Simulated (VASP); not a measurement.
# Ga2O (antifluorite type) (Fm-3m) in VASP: single point with PBE

Aim: the single point of Ga2O (antifluorite type) with PBE.

Program: VASP 6.6.1. These are calculated values, not measurements. Logs are shortened: lines on timing, memory, paths and dates and some standing lists are left out, and cuts for length are marked.

### Step 1. The cell of the first run

It takes space group Fm-3m (No. 225, cubic). The conventional cell has a = 6.043 Å, b = 6.043 Å, c = 6.043 Å, α = 90.00°, β = 90.00°, γ = 90.00°. Ga (site symmetry -43m) has 4 O at 2.62 Å and 6 Ga at 3.02 Å within 3.5 Å. O (site symmetry m-3m) has 8 Ga at 2.62 Å within 3.5 Å.

### Step 2. Single point, PBE

Input file INCAR:

```
SYSTEM = Ga2O
ALGO     = Normal         ! electronic algorithm
EDIFF    = 1E-6           ! SCF threshold, eV
ENCUT    = 520            ! plane-wave cutoff, eV
GGA      = PE             ! functional
ISIF     = 2              ! what is computed and relaxed
ISMEAR   = -1             ! smearing method
LASPH    = .TRUE.         ! aspherical terms in the spheres
LCHARG   = .FALSE.        ! write CHGCAR
LREAL    = .FALSE.        ! projectors in reciprocal space
LWAVE    = .FALSE.        ! write WAVECAR
NBANDS   = 23             ! bands
NELM     = 60             ! most SCF steps
PREC     = Accurate       ! precision mode
SIGMA    = 0.06122561905347299 ! smearing width, eV
```

Input file KPOINTS:

```
k-points
0
G
  32 32 32
  0 0 0
```

Input file POSCAR:

```
Ga2O
1.0
    0.0000000000      3.0215198015      3.0215198015
    3.0215198015      0.0000000000      3.0215198015
    3.0215198015      3.0215198015      0.0000000000
Ga O
2 1
Direct
    0.2500000000      0.2500000000      0.2500000000
    0.7500000000      0.7500000000      0.7500000000
    0.0000000000      0.0000000000      0.0000000000
```

Potentials or basis: VASP PAW PBE potentials, release 64 (Ga_d, O).

Command:

```bash
> cat potpaw_PBE.64/Ga_d/POTCAR potpaw_PBE.64/O/POTCAR > POTCAR
> mpirun -np 1 vasp_std > vasp.out
```

OUTCAR:

```text
SYSTEM = Ga2O
   EDIFF = 1E-6
   ENCUT = 520
   GGA = PE
   ISIF = 2
   ISMEAR = -1
   LASPH = .TRUE.
   LREAL = .FALSE.
   NELM = 60
   PREC = Accurate

 ion  position               nearest neighbor table
   1  0.250  0.250  0.250-
   2  0.750  0.750  0.750-
   3  0.000  0.000  0.000-

  LATTYP: Found a face centered cubic cell.
 ALAT       =     6.0430396030

  Lattice vectors:

 A1 = (   0.0000000000,   3.0215198015,   3.0215198015)
 A2 = (   3.0215198015,   0.0000000000,   3.0215198015)
 A3 = (   3.0215198015,   3.0215198015,   0.0000000000)

Analysis of symmetry for initial positions (statically):
=====================================================================
 Subroutine PRICEL returns:
 Original cell was already a primitive cell.

 Routine SETGRP: Setting up the symmetry group for a
 face centered cubic supercell.

 Subroutine GETGRP returns: Found 48 space group operations
 (whereof 48 operations were pure point group operations)
 out of a pool of 48 trial point group operations.

The static configuration has the point symmetry O_h .

Analysis of symmetry for dynamics (positions and initial velocities):
=====================================================================
 Subroutine PRICEL returns:
 Original cell was already a primitive cell.

 Routine SETGRP: Setting up the symmetry group for a
 face centered cubic supercell.

 Subroutine GETGRP returns: Found 48 space group operations
 (whereof 48 operations were pure point group operations)
 out of a pool of 48 trial point group operations.

The dynamic configuration has the point symmetry O_h .

 Subroutine INISYM returns: Found 48 space group operations
 (whereof 48 operations are pure point group operations),
 and found     1 'primitive' translations

----------------------------------------------------------------------------------------

                                     Primitive cell

  volume of cell :      55.1704

  direct lattice vectors                    reciprocal lattice vectors
     0.000000000  3.021519802  3.021519802    -0.165479637  0.165479637  0.165479637
     3.021519802  0.000000000  3.021519802     0.165479637 -0.165479637  0.165479637
     3.021519802  3.021519802  0.000000000     0.165479637  0.165479637 -0.165479637

[... 73 lines left out ...]
   NGX,Y,Z   is equivalent  to a cutoff of  12.45, 12.45, 12.45 a.u.
   NGXF,Y,Z  is equivalent  to a cutoff of  24.90, 24.90, 24.90 a.u.
 SYSTEM =  Ga2O
   PREC   = accura    normal or accurate (medium, high low for compatibility)
   ISTART =      0    job   : 0-new  1-cont  2-samecut
   ICHARG =      2    charge: 1-file 2-atom 10-const
   ISPIN  =      1    spin polarized calculation?
   LNONCOLLINEAR =      F non collinear calculations
   LSORBIT =      F    spin-orbit coupling
   LASPH  =      T    aspherical Exc in radial PAW
   ENCUT  =  520.0 eV  38.22 Ry    6.18 a.u.   7.95  7.95  7.95*2*pi/ulx,y,z
   NELM   =     60;   NELMIN=  2; NELMDL= -5     # of ELM steps
   EDIFF  = 0.1E-05   stopping-criterion for ELM
   LREAL  =      F    real-space projection
   EDIFFG = 0.1E-04   stopping-criterion for IOM
   NSW    =      0    number of steps for IOM
   IBRION =     -1    ionic relax: 0-MD 1-quasi-New 2-CG
   NFREE  =      0    steps in history (QN), initial steepest desc. (CG)
   ISIF   =      2    stress and relaxation
   ISYM   =      2    0-nonsym 1-usesym 2-fastsym
   POTIM  = 0.5000    time-step for ionic-motion
   TEBEG  =    0.0;   TEEND  =   0.0 temperature during run
   PSTRESS=    0.0 pullay stress
   NELECT =      32.0000    total number of electrons
   NUPDOWN=      -1.0000    fix difference up-down
   EMIN   =  10.00;   EMAX   =-10.00  energy-range for DOS
   EFERMI =   0.00;   METHOD = LEGACY
   ISMEAR =    -1;   SIGMA  =   0.06  broadening in eV -4-tet -1-fermi 0-gaus
   EFERMI_NEDOS =   21; number of points for ismear=-14 and -15
   IALGO  =     38    algorithm
   IMIX   =      4    mixing-type and parameters
     AMIX     =   0.40;   BMIX     =  1.00
     AMIX_MAG =   1.60;   BMIX_MAG =  1.00
  volume/ion in A,a.u.               =      18.39       124.10
  Fermi-wavevector in a.u.,A,eV,Ry     =   1.365283  2.580011 25.361232  1.863998
  Thomas-Fermi vector in A             =   2.491525
   LORBIT       =      0    0 simple, 1 ext, 2 COOP (PROOUT), +10 PAW based schemes
   GGA     = PE    functional components
   LHFCALC =     F    Hartree Fock is set to
   AEXX    =    0.0000 exact exchange contribution
   IVDW    =     0    specifies the selected vdW correction
   LEPSILON=     F    determine dielectric tensor
   LRPA    =     F    only Hartree local field effects (RPA)
 non-spin polarized calculation
  energy-cutoff  :      520.00
  volume of cell :       55.17
 maximum number of plane-waves:      1524
   NGX = 15   NGY = 15   NGZ = 15

 number of electron      31.9999988 magnetization

 Free energy of the ion-electron system (eV)
  ---------------------------------------------------
  ext. energy  EPLUGINS =         0.00000000
  ---------------------------------------------------
  free energy    TOTEN  =       -11.13188886 eV

  energy without entropy =      -11.12041845  energy(sigma->0) =      -11.12615365

 E-fermi :   3.4582     XC(G=0):  -9.9870

 val. band max:        3.4576184888   @ k =  -0.4375   0.1250   0.0625
 cond. band min:       3.4586931364   @ k =  -0.3750   0.4375   0.1250
 fundamental gap:      0.0010746475
 Fermi energy:         3.4582026541

 k-point     1 :       0.0000    0.0000    0.0000
  band No.  band energies     occupation
      1     -13.8523      2.00000
      2     -11.2638      2.00000
      3     -11.2638      2.00000
      4     -11.1858      2.00000
      5     -11.1858      2.00000
      6     -11.1858      2.00000
[... 613 lines left out ...]
     22      10.0460      0.00000
     23      13.9639      0.00000

 [... further k-points ...]
[... 5 lines left out ...]
  --------------------------------------------------------------------------------------
  -------------------------------------------------------------------------------------
  Total       -0.6093888     -0.6093888     -0.6093888     -0.0000000      0.0000000     -0.0000000
  in kB      -17.6969624    -17.6969624    -17.6969624     -0.0000000      0.0000000     -0.0000000
  external PRESSURE =     -17.6969624 kB  Pullay stress =       0.0000000 kB

 VOLUME and BASIS-vectors are now :
 -----------------------------------------------------------------------------
  energy-cutoff  :      520.00
  volume of cell :       55.17
      direct lattice vectors                 reciprocal lattice vectors
     0.000000000  3.021519802  3.021519802    -0.165479637  0.165479637  0.165479637
     3.021519802  0.000000000  3.021519802     0.165479637 -0.165479637  0.165479637
     3.021519802  3.021519802  0.000000000     0.165479637  0.165479637 -0.165479637

 POSITION                                       TOTAL-FORCE (eV/Angst)
 -----------------------------------------------------------------------------------
      1.51076      1.51076      1.51076        -0.000000     -0.000000     -0.000000
      4.53228      4.53228      4.53228         0.000000      0.000000      0.000000
      0.00000      0.00000      0.00000        -0.000000     -0.000000     -0.000000
 -----------------------------------------------------------------------------------
    total drift:                               -0.000000     -0.000000      0.000000

  FREE ENERGIE OF THE ION-ELECTRON SYSTEM (eV)
  ---------------------------------------------------
  free  energy   TOTEN  =       -11.1318888575 eV

  energy  without entropy=      -11.1204184460  energy(sigma->0) =      -11.12615365
```

OSZICAR:

```text
N       E                     dE             d eps       ncg     rms          rms(c)
DAV:   1     0.208084958253E+03    0.20808E+03   -0.15419E+04 42761   0.235E+03
DAV:   2     0.124768971866E+02   -0.19561E+03   -0.18089E+03 44839   0.456E+02
DAV:   3    -0.127993479421E+02   -0.25276E+02   -0.24156E+02 49500   0.121E+02
DAV:   4    -0.135258003194E+02   -0.72645E+00   -0.72518E+00 45925   0.226E+01
DAV:   5    -0.135392230415E+02   -0.13423E-01   -0.13422E-01 49145   0.299E+00    0.910E+00
DAV:   6    -0.123413549908E+02    0.11979E+01   -0.10415E+01 60389   0.249E+01    0.956E+00
DAV:   7    -0.111793720597E+02    0.11620E+01   -0.18228E+00 60114   0.154E+01    0.144E+00
DAV:   8    -0.114206011363E+02   -0.24123E+00   -0.49768E-01 44613   0.383E+00    0.240E+00
DAV:   9    -0.111830723938E+02    0.23753E+00   -0.39892E-01 48387   0.449E+00    0.215E+00
DAV:  10    -0.111393512240E+02    0.43721E-01   -0.59615E-02 50759   0.144E+00    0.898E-01
DAV:  11    -0.111318892241E+02    0.74620E-02   -0.26173E-02 43004   0.894E-01    0.139E-01
DAV:  12    -0.111319712179E+02   -0.81994E-04   -0.57973E-04 51323   0.183E-01    0.981E-02
DAV:  13    -0.111319195540E+02    0.51664E-04   -0.28742E-04 47185   0.109E-01    0.455E-02
DAV:  14    -0.111318898494E+02    0.29705E-04   -0.32199E-05 53604   0.593E-02    0.133E-02
DAV:  15    -0.111318889133E+02    0.93613E-06   -0.13191E-05 45156   0.212E-02    0.250E-03
DAV:  16    -0.111318888575E+02    0.55793E-07   -0.20899E-07 24523   0.322E-03
   1 F= -.11131889E+02 E0= -.11126154E+02  d E =-.114704E-01
```

It took 28 min on 1 thread of Oxide Virtual Turin-like, shared host; peak memory 0.93 GiB.

Results:

```
Free energy            : -11.1319 eV
Pressure               : -1.8 GPa
Band gap on the k mesh : zero (bands 16 and 17 overlap by 0.83 eV)
```
